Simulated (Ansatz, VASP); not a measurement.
# One calculation of AlNi3, two programs

```
Al Ni
1.0
     0.00000    2.83589    2.83589
     2.83589    0.00000    2.83589
     2.83589    2.83589    0.00000
Al Ni
1 3
Direct
  0.50000 0.50000 0.50000
  0.25000 0.25000 0.25000
  0.00000 0.00000 0.00000
  0.75000 0.75000 0.75000
```

Alike in both runs: functional PBE; k mesh 14 × 14 × 14; occupations gaussian, width 0.1 eV; no spin polarisation.

Ansatz relaxed the structure, and its values are those at the end. VASP's run is a single point on that final structure, the one shown.

```csv
,VASP,Ansatz
version,VASP 6.6.1,Ansatz 0.2.0
potentials or method,"VASP PAW PBE potentials, release 64 (Al, Ni), cutoff 600 eV","scalar-relativistic, plane waves, PAW"
valence electrons in the cell,33,57
```

```csv
,VASP,Ansatz,Ansatz less VASP
gap on the k mesh at the Fermi level (eV),none,none,-
pressure (GPa),0.0,0.0,+0.03
```

A gap of «none» marks a metal or a gap that the smearing closes. VASP's potentials hold 33 valence electrons a cell and Ansatz's 57, so a difference there can come from the potentials and not from the codes.
